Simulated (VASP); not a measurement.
# TiCo (Pm-3m) in VASP: further runs, part 2 of 2

VASP 6.6.1. The steps go on from the part before.

## 3. Single point, r2SCAN, collinear spin, ferromagnetic start

POSCAR

```
TiCo
1.0
    2.9861109900      0.0000000000      0.0000000000
    0.0000000000      2.9861109900      0.0000000000
    0.0000000000      0.0000000000      2.9861109900
Ti Co
1 1
Direct
    0.0000000000      0.0000000000      0.0000000000
    0.5000000000      0.5000000000      0.5000000000
```

INCAR.step1

```
PREC = Accurate ; ENCUT = 520
ISMEAR = -1 ; SIGMA = 0.13605693122994
LREAL = False ; LASPH = True
NELM = 150 ; ISPIN = 2
MAGMOM = 0 0.6 ; LMAXMIX = 4
NBANDS = 22 ; GGA = PE
ALGO = Normal ; EDIFF = 1E-4
LWAVE = True ; LCHARG = False
```

INCAR.step2

```
PREC = Accurate ; ENCUT = 520
EDIFF = 1E-6 ; ISMEAR = -1
SIGMA = 0.13605693122994 ; LREAL = False
LASPH = True ; NELM = 150
ALGO = Normal ; ISIF = 2
LWAVE = False ; LCHARG = True
ISPIN = 2 ; MAGMOM = 0 0.6
LORBIT = 11 ; LMAXMIX = 4
METAGGA = R2SCAN ; LMIXTAU = True
LELF = True ; LVHAR = True
NBANDS = 22 ; ISTART = 1
```

KPOINTS

```
Automatic mesh
0
Gamma
  6 6 6
```

Potentials or basis: VASP PAW PBE potentials, release 64 (Ti_sv, Co).

On the command line:

```console
$ cat potpaw_PBE.64/Ti_sv/POTCAR potpaw_PBE.64/Co/POTCAR > POTCAR
$ cp INCAR.step1 INCAR
$ mpirun -np 1 vasp_std > vasp.out
$ cp INCAR.step2 INCAR
$ mpirun -np 1 vasp_std > vasp.out
```

OUTCAR:

```text
PREC = Accurate
   ENCUT = 520
   EDIFF = 1E-6
   ISMEAR = -1
   LREAL = False
   LASPH = True
   NELM = 150
   ISIF = 2
   ISPIN = 2
   LORBIT = 11
   METAGGA = R2SCAN
   ISTART = 1

 ion  position               nearest neighbor table
   1  0.000  0.000  0.000-   2 2.59   2 2.59   2 2.59   2 2.59   2 2.59   2 2.59   2 2.59   2 2.59

   2  0.500  0.500  0.500-   1 2.59   1 2.59   1 2.59   1 2.59   1 2.59   1 2.59   1 2.59   1 2.59

  LATTYP: Found a simple cubic cell.
 ALAT       =     2.9861109900

  Lattice vectors:

 A1 = (   2.9861109900,   0.0000000000,   0.0000000000)
 A2 = (   0.0000000000,   2.9861109900,   0.0000000000)
 A3 = (   0.0000000000,   0.0000000000,   2.9861109900)

Analysis of symmetry for initial positions (statically):
=====================================================================
 Subroutine PRICEL returns:
 Original cell was already a primitive cell.

 Routine SETGRP: Setting up the symmetry group for a
 simple cubic supercell.

 Subroutine GETGRP returns: Found 48 space group operations
 (whereof 48 operations were pure point group operations)
 out of a pool of 48 trial point group operations.

The static configuration has the point symmetry O_h .

Analysis of symmetry for dynamics (positions and initial velocities):
=====================================================================
 Subroutine PRICEL returns:
 Original cell was already a primitive cell.

 Routine SETGRP: Setting up the symmetry group for a
 simple cubic supercell.

 Subroutine GETGRP returns: Found 48 space group operations
 (whereof 48 operations were pure point group operations)
 out of a pool of 48 trial point group operations.

The dynamic configuration has the point symmetry O_h .

Analysis of structural, dynamic, and magnetic symmetry:
=====================================================================
 Subroutine PRICEL returns:
 Original cell was already a primitive cell.

 Routine SETGRP: Setting up the symmetry group for a
 simple cubic supercell.

 Subroutine GETGRP returns: Found 48 space group operations
 (whereof 48 operations were pure point group operations)
 out of a pool of 48 trial point group operations.

The overall configuration has the point symmetry O_h .

 Subroutine INISYM returns: Found 48 space group operations
 (whereof 48 operations are pure point group operations),
 and found     1 'primitive' translations

----------------------------------------------------------------------------------------

                                     Primitive cell

  volume of cell :      26.6267

  direct lattice vectors                    reciprocal lattice vectors
     2.986110990  0.000000000  0.000000000     0.334883735  0.000000000  0.000000000
     0.000000000  2.986110990  0.000000000     0.000000000  0.334883735  0.000000000
     0.000000000  0.000000000  2.986110990     0.000000000  0.000000000  0.334883735

  length of vectors
     2.986110990  2.986110990  2.986110990     0.334883735  0.334883735  0.334883735

[... 63 lines left out ...]
   NGX,Y,Z   is equivalent  to a cutoff of  13.36, 13.36, 13.36 a.u.
   NGXF,Y,Z  is equivalent  to a cutoff of  26.72, 26.72, 26.72 a.u.
 SYSTEM =  unknown system
   PREC   = accura    normal or accurate (medium, high low for compatibility)
   ISTART =      1    job   : 0-new  1-cont  2-samecut
   ICHARG =      0    charge: 1-file 2-atom 10-const
   ISPIN  =      2    spin polarized calculation?
   LNONCOLLINEAR =      F non collinear calculations
   LSORBIT =      F    spin-orbit coupling
   LASPH  =      T    aspherical Exc in radial PAW
   ENCUT  =  520.0 eV  38.22 Ry    6.18 a.u.   5.55  5.55  5.55*2*pi/ulx,y,z
   NELM   =    150;   NELMIN=  2; NELMDL=  0     # of ELM steps
   EDIFF  = 0.1E-05   stopping-criterion for ELM
   LREAL  =      F    real-space projection
   EDIFFG = 0.1E-04   stopping-criterion for IOM
   NSW    =      0    number of steps for IOM
   IBRION =     -1    ionic relax: 0-MD 1-quasi-New 2-CG
   NFREE  =      0    steps in history (QN), initial steepest desc. (CG)
   ISIF   =      2    stress and relaxation
   ISYM   =      2    0-nonsym 1-usesym 2-fastsym
   POTIM  = 0.5000    time-step for ionic-motion
   TEBEG  =    0.0;   TEEND  =   0.0 temperature during run
   PSTRESS=    0.0 pullay stress
   NELECT =      21.0000    total number of electrons
   NUPDOWN=      -1.0000    fix difference up-down
   EMIN   =  10.00;   EMAX   =-10.00  energy-range for DOS
   EFERMI =   0.00;   METHOD = LEGACY
   ISMEAR =    -1;   SIGMA  =   0.14  broadening in eV -4-tet -1-fermi 0-gaus
   EFERMI_NEDOS =   21; number of points for ismear=-14 and -15
   IALGO  =     38    algorithm
   IMIX   =      4    mixing-type and parameters
     AMIX     =   0.40;   BMIX     =  1.00
     AMIX_MAG =   1.60;   BMIX_MAG =  1.00
  volume/ion in A,a.u.               =      13.31        89.84
  Fermi-wavevector in a.u.,A,eV,Ry     =   1.512546  2.858298 31.127355  2.287796
  Thomas-Fermi vector in A             =   2.622456
   LORBIT       =     11    0 simple, 1 ext, 2 COOP (PROOUT), +10 PAW based schemes
   METAGGA = R2SCAN    functional components
   LHFCALC =     F    Hartree Fock is set to
   AEXX    =    0.0000 exact exchange contribution
   IVDW    =     0    specifies the selected vdW correction
   LEPSILON=     F    determine dielectric tensor
   LRPA    =     F    only Hartree local field effects (RPA)
 spin polarized calculation
  energy-cutoff  :      520.00
  volume of cell :       26.63
 maximum number of plane-waves:       739
 NGX is ok and might be reduce to    24
   NGX = 11   NGY = 11   NGZ = 11

 number of electron      20.9999984 magnetization       0.9351215

 Free energy of the ion-electron system (eV)
  ---------------------------------------------------
  ext. energy  EPLUGINS =         0.00000000
  ---------------------------------------------------
  free energy    TOTEN  =       -27.05331067 eV

  energy without entropy =      -26.96223910  energy(sigma->0) =      -27.00777489

 E-fermi :   9.9128     XC(G=0): -13.6382

 val. band max:        9.8794692830   @ k =   0.3333   0.0000   0.0000
 cond. band min:       9.9307981100   @ k =   0.3333   0.1667   0.1667
 fundamental gap:      0.0513288270
 Fermi energy:         9.9128105884

 spin component 1

 k-point     1 :       0.0000    0.0000    0.0000
  band No.  band energies     occupation
      1     -49.4226      1.00000
      2     -24.4772      1.00000
      3     -24.4772      1.00000
      4     -24.4772      1.00000
      5       1.9531      1.00000
      6       5.1837      1.00000
[... 489 lines left out ...]
     21      20.0161      0.00000
     22      24.5875      0.00000
 Fermi energy:         9.9128105884

 spin component 2

 k-point     1 :       0.0000    0.0000    0.0000
  band No.  band energies     occupation
      1     -49.6570      1.00000
      2     -24.7022      1.00000
      3     -24.7022      1.00000
      4     -24.7022      1.00000
      5       1.5529      1.00000
      6       6.5043      1.00000
[... 489 lines left out ...]
     21      19.9763      0.00000
     22      24.4264      0.00000

------------------------ aborting loop because EDIFF is reached ----------------------------------------

  FORCE on cell =-STRESS in cart. coord.  units (eV):
  Direction    XX          YY          ZZ          XY          YZ          ZX
  --------------------------------------------------------------------------------------
  -------------------------------------------------------------------------------------
  Total        0.0819754      0.0819754      0.0819754      0.0000000     -0.0000000      0.0000000
  in kB        4.9326067      4.9326067      4.9326067      0.0000000     -0.0000000      0.0000000
  external PRESSURE =       4.9326067 kB  Pullay stress =       0.0000000 kB

 VOLUME and BASIS-vectors are now :
 -----------------------------------------------------------------------------
  energy-cutoff  :      520.00
  volume of cell :       26.63
      direct lattice vectors                 reciprocal lattice vectors
     2.986110990  0.000000000  0.000000000     0.334883735  0.000000000  0.000000000
     0.000000000  2.986110990  0.000000000     0.000000000  0.334883735  0.000000000
     0.000000000  0.000000000  2.986110990     0.000000000  0.000000000  0.334883735

 POSITION                                       TOTAL-FORCE (eV/Angst)
 -----------------------------------------------------------------------------------
      0.00000      0.00000      0.00000         0.000000      0.000000      0.000000
      1.49306      1.49306      1.49306         0.000000      0.000000      0.000000
 -----------------------------------------------------------------------------------
    total drift:                                0.000000      0.000000     -0.000000

  FREE ENERGIE OF THE ION-ELECTRON SYSTEM (eV)
  ---------------------------------------------------
  free  energy   TOTEN  =       -27.0533106729 eV

  energy  without entropy=      -26.9622391046  energy(sigma->0) =      -27.00777489

 total charge

# of ion       s       p       d       tot
------------------------------------------
    1        2.243   6.195   1.813  10.250
    2        0.557   0.520   7.246   8.323
--------------------------------------------------
tot          2.800   6.715   9.059  18.574

 magnetization (x)

# of ion       s       p       d       tot
------------------------------------------
    1       -0.008  -0.034  -0.189  -0.231
    2        0.041  -0.029   1.337   1.349
--------------------------------------------------
tot          0.033  -0.062   1.147   1.118
```

Wall time 44 s (1 thread of Intel Xeon 6975P-C (Granite Rapids), shared host); peak memory 0.16 GiB.

Results:

| Quantity | Value |
| --- | --- |
| Free energy | -27.0533 eV |
| Pressure | 0.5 GPa |
| Net moment | 0.94 μB per cell |
| Site moments | Ti -0.23; Co +1.35 μB |
| Valence electrons inside the program's atomic spheres | Ti 10.25; Co 8.32 |

Levels at points of the mesh, in eV from the Fermi level:
Spin up:
```tsv
k point	band 8	band 9	band 10	band 11	band 12	band 13	band 14	band 15
(0.00, 0.00, 0.00)	-2.34	-2.34	-2.34	0.52	0.52	2.91	2.91	2.91
(0.50, 0.00, 0.00)	-2.50	-2.50	-2.04	-1.22	-0.36	0.87	0.87	2.54
(0.50, 0.50, 0.00)	-3.14	-2.36	-1.26	0.63	0.63	1.27	2.58	2.58
(0.50, 0.50, 0.50)	-2.33	-2.33	-2.08	-2.08	-2.08	3.65	3.65	7.06
```
Spin down:
```tsv
k point	band 6	band 7	band 8	band 9	band 10	band 11	band 12	band 13	band 14	band 15
(0.00, 0.00, 0.00)	-3.41	-3.41	-1.45	-1.45	-1.45	1.60	1.60	2.91	2.91	2.91
(0.50, 0.00, 0.00)	-4.24	-1.57	-1.57	-1.21	-1.03	-0.84	0.72	0.72	1.45	2.40
(0.50, 0.50, 0.00)	-3.98	-2.47	-2.47	0.25	0.25	0.99	1.09	1.31	2.73	2.73
(0.50, 0.50, 0.50)	-2.57	-2.57	-2.32	-2.32	-2.32	1.03	1.03	3.33	3.33	7.74
```

Caveat: the PAW data sets were made with another functional, which shifts forces and pressure a little.

## 4. Single point, BLYP, collinear spin, ferromagnetic start

INCAR

```
PREC = Accurate
ENCUT = 600
EDIFF = 1E-6
ISMEAR = -1
SIGMA = 0.08617333262145177
LREAL = False
LASPH = True
NELM = 200
ALGO = Normal
ISIF = 2
LWAVE = False
LCHARG = True
ISPIN = 2
MAGMOM = 0 0.6
LORBIT = 11
LMAXMIX = 4
GGA = B5
ALDAX = 1.0
AGGAX = 1.0
AGGAC = 1.0
ALDAC = 0.0
LELF = True
LVHAR = True
NBANDS = 22
NELECT = 20.9
GGA_COMPAT = False
```

KPOINTS

```
Automatic mesh
0
Gamma
  3 3 3
```

POSCAR is that of step 3.

Potentials or basis: VASP PAW PBE potentials, release 64 (Ti_sv, Co).

On the command line:

```console
$ cat potpaw_PBE.64/Ti_sv/POTCAR potpaw_PBE.64/Co/POTCAR > POTCAR
$ mpirun -np 1 vasp_std > vasp.out
```

OUTCAR:

```text
PREC = Accurate
   ENCUT = 600
   EDIFF = 1E-6
   ISMEAR = -1
   LREAL = False
   LASPH = True
   NELM = 200
   ISIF = 2
   ISPIN = 2
   LORBIT = 11
   GGA = B5
   NELECT = 20.9

 ion  position               nearest neighbor table
   1  0.000  0.000  0.000-   2 2.59   2 2.59   2 2.59   2 2.59   2 2.59   2 2.59   2 2.59   2 2.59

   2  0.500  0.500  0.500-   1 2.59   1 2.59   1 2.59   1 2.59   1 2.59   1 2.59   1 2.59   1 2.59

  LATTYP: Found a simple cubic cell.
 ALAT       =     2.9861109900

  Lattice vectors:

 A1 = (   2.9861109900,   0.0000000000,   0.0000000000)
 A2 = (   0.0000000000,   2.9861109900,   0.0000000000)
 A3 = (   0.0000000000,   0.0000000000,   2.9861109900)

Analysis of symmetry for initial positions (statically):
=====================================================================
 Subroutine PRICEL returns:
 Original cell was already a primitive cell.

 Routine SETGRP: Setting up the symmetry group for a
 simple cubic supercell.

 Subroutine GETGRP returns: Found 48 space group operations
 (whereof 48 operations were pure point group operations)
 out of a pool of 48 trial point group operations.

The static configuration has the point symmetry O_h .

Analysis of symmetry for dynamics (positions and initial velocities):
=====================================================================
 Subroutine PRICEL returns:
 Original cell was already a primitive cell.

 Routine SETGRP: Setting up the symmetry group for a
 simple cubic supercell.

 Subroutine GETGRP returns: Found 48 space group operations
 (whereof 48 operations were pure point group operations)
 out of a pool of 48 trial point group operations.

The dynamic configuration has the point symmetry O_h .

Analysis of structural, dynamic, and magnetic symmetry:
=====================================================================
 Subroutine PRICEL returns:
[... 128 lines left out ...]
 Free energy of the ion-electron system (eV)
  ---------------------------------------------------
  ext. energy  EPLUGINS =         0.00000000
  ---------------------------------------------------
  free energy    TOTEN  =       -14.83129939 eV

  energy without entropy =      -14.76710220  energy(sigma->0) =      -14.79920079

 E-fermi :  10.3997     XC(G=0): -11.9562

 val. band max:       10.3163382047   @ k =   0.3333   0.3333   0.3333
 cond. band min:      10.5565950744   @ k =   0.3333   0.3333   0.0000
 fundamental gap:      0.2402568697
 Fermi energy:        10.3996744461

 spin component 1

 k-point     1 :       0.0000    0.0000    0.0000
  band No.  band energies     occupation
      1     -46.6299      1.00000
      2     -22.8936      1.00000
      3     -22.8936      1.00000
      4     -22.8936      1.00000
      5       2.9585      1.00000
      6       6.5064      1.00000
[... 89 lines left out ...]
     21      23.9528      0.00000
     22      29.4501      0.00000
 Fermi energy:        10.3996744461

 spin component 2

 k-point     1 :       0.0000    0.0000    0.0000
  band No.  band energies     occupation
      1     -46.5249      1.00000
      2     -22.7894      1.00000
      3     -22.7894      1.00000
      4     -22.7894      1.00000
      5       2.9685      1.00000
      6       6.8377      1.00000
[... 89 lines left out ...]
     21      24.0239      0.00000
     22      29.4853      0.00000

------------------------ aborting loop because EDIFF is reached ----------------------------------------

  FORCE on cell =-STRESS in cart. coord.  units (eV):
  Direction    XX          YY          ZZ          XY          YZ          ZX
  --------------------------------------------------------------------------------------
  -------------------------------------------------------------------------------------
  Total       -1.0046344     -1.0046344     -1.0046344     -0.0000000     -0.0000000      0.0000000
  in kB      -60.4506225    -60.4506225    -60.4506225     -0.0000000     -0.0000000      0.0000000
  external PRESSURE =     -60.4506225 kB  Pullay stress =       0.0000000 kB

 VOLUME and BASIS-vectors are now :
 -----------------------------------------------------------------------------
  energy-cutoff  :      600.00
  volume of cell :       26.63
      direct lattice vectors                 reciprocal lattice vectors
     2.986110990  0.000000000  0.000000000     0.334883735  0.000000000  0.000000000
     0.000000000  2.986110990  0.000000000     0.000000000  0.334883735  0.000000000
     0.000000000  0.000000000  2.986110990     0.000000000  0.000000000  0.334883735

 POSITION                                       TOTAL-FORCE (eV/Angst)
 -----------------------------------------------------------------------------------
      0.00000      0.00000      0.00000         0.000000      0.000000      0.000000
      1.49306      1.49306      1.49306         0.000000      0.000000      0.000000
 -----------------------------------------------------------------------------------
    total drift:                                0.000000      0.000000     -0.000000

  FREE ENERGIE OF THE ION-ELECTRON SYSTEM (eV)
  ---------------------------------------------------
  free  energy   TOTEN  =       -14.8312993918 eV

  energy  without entropy=      -14.7671021959  energy(sigma->0) =      -14.79920079

 total charge

# of ion       s       p       d       tot
------------------------------------------
    1        2.234   6.160   1.908  10.302
    2        0.525   0.401   7.381   8.307
--------------------------------------------------
tot          2.758   6.562   9.289  18.609

 magnetization (x)

# of ion       s       p       d       tot
------------------------------------------
    1       -0.002  -0.008   0.108   0.098
    2        0.001   0.004   0.428   0.433
--------------------------------------------------
tot         -0.001  -0.004   0.536   0.531
```

OSZICAR:

```text
N       E                     dE             d eps       ncg     rms          rms(c)
DAV:   1     0.176945631313E+03    0.17695E+03   -0.10227E+04   352   0.130E+03
DAV:   2    -0.388190287305E+01   -0.18083E+03   -0.17095E+03   358   0.326E+02
DAV:   3    -0.164269471064E+02   -0.12545E+02   -0.12272E+02   444   0.865E+01
DAV:   4    -0.167783290803E+02   -0.35138E+00   -0.34876E+00   446   0.133E+01
DAV:   5    -0.167885652385E+02   -0.10236E-01   -0.10231E-01   422   0.224E+00    0.123E+01
DAV:   6    -0.154665397978E+02    0.13220E+01   -0.64039E+00   418   0.353E+01    0.767E+00
DAV:   7    -0.163874232668E+02   -0.92088E+00   -0.12745E+01   444   0.295E+01    0.169E+01
DAV:   8    -0.148255463007E+02    0.15619E+01   -0.73956E+00   412   0.208E+01    0.161E+00
DAV:   9    -0.148358886140E+02   -0.10342E-01   -0.14991E-01   444   0.299E+00    0.155E+00
DAV:  10    -0.148327343925E+02    0.31542E-02   -0.31146E-02   450   0.174E+00    0.694E-01
DAV:  11    -0.148316432933E+02    0.10911E-02   -0.44313E-03   508   0.633E-01    0.262E-01
DAV:  12    -0.148314580514E+02    0.18524E-03   -0.44083E-04   494   0.170E-01    0.157E-01
DAV:  13    -0.148313103055E+02    0.14775E-03   -0.40048E-04   476   0.120E-01    0.508E-02
DAV:  14    -0.148313006826E+02    0.96229E-05   -0.63353E-05   476   0.462E-02    0.217E-02
DAV:  15    -0.148312996376E+02    0.10450E-05   -0.96370E-06   444   0.189E-02    0.959E-03
DAV:  16    -0.148312993918E+02    0.24572E-06   -0.69630E-06   328   0.168E-02
   1 F= -.14831299E+02 E0= -.14799201E+02  d E =-.641972E-01  mag=     0.5148
```

It took 34 s on 1 thread of Intel Xeon Platinum 8375C at 2.90GHz (Ice Lake), shared host; peak memory 0.14 GiB.

What came out:

```yaml
Free_energy: -14.8313 eV
Net_moment: 0.51 μB per cell
Site_moments: Ti +0.10; Co +0.43 μB
Valence_electrons_inside_the_program's_atomic_spheres: Ti 10.30; Co 8.31
```

Caveat: the k points lie up to 0.70 Å⁻¹ apart; the cell carries a net charge on a neutralising background, which shifts energy and pressure; the cell is charged against a uniform background, so pressure and absolute levels hang on convention; the PAW data sets were made with another functional, which shifts forces and pressure a little.
